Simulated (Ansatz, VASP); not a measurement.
# One calculation of CoO, two programs

```
CELL_PARAMETERS angstrom
3.19765 0.00000 0.00000
-1.59882 2.76924 0.00000
0.00000 0.00000 5.22871
ATOMIC_POSITIONS crystal
Co 0.33333 0.66667 0.50336
Co 0.00000 0.00000 0.00347
O 0.33333 0.66667 0.87156
O 0.00000 0.00000 0.37161
```

Alike in both runs: task single point; functional PBEsol; k mesh 8 × 8 × 5; occupations fermi-dirac, width 0.05 eV; collinear spin; fixed moment 5 μB.

|  | VASP | Ansatz |
| --- | --- | --- |
| version | VASP 6.6.1 | Ansatz 0.2.0 |
| potentials or method | VASP PAW PBE potentials, release 64 (Co, O) | Ansatz PAW |
| plane-wave cutoff (eV) | 520 | 420 |
| valence electrons in the cell | 30 | 46 |

Ansatz gave:

| Property | Result |
| --- | --- |
| pressure (GPa) | -11.2 |
| traceless stress, the component that is largest in VASP (GPa) | 3.21 |
| rms of the force components (eV/Å) | 0.169 |
| net moment per atom (μB) | 1.25 |
| size of the moment on the site where the two differ most (μB) | 2.03 |

Problem. Which values does VASP return?

Solution. Pressure (GPa): -11.2; traceless stress, the component that is largest in VASP (GPa): 3.12; rms of the force components (eV/Å): 0.172; net moment per atom (μB): 1.25; size of the moment on the site where the two differ most (μB): 2.18.

VASP's potentials were made for PBE, not for PBEsol. Site moments also hang on the region over which each program counts them. Atom by atom the forces differ by 0.003 eV/Å (rms over components). VASP's potentials hold 30 valence electrons a cell and Ansatz's 46, so a difference there can come from the potentials and not from the codes.
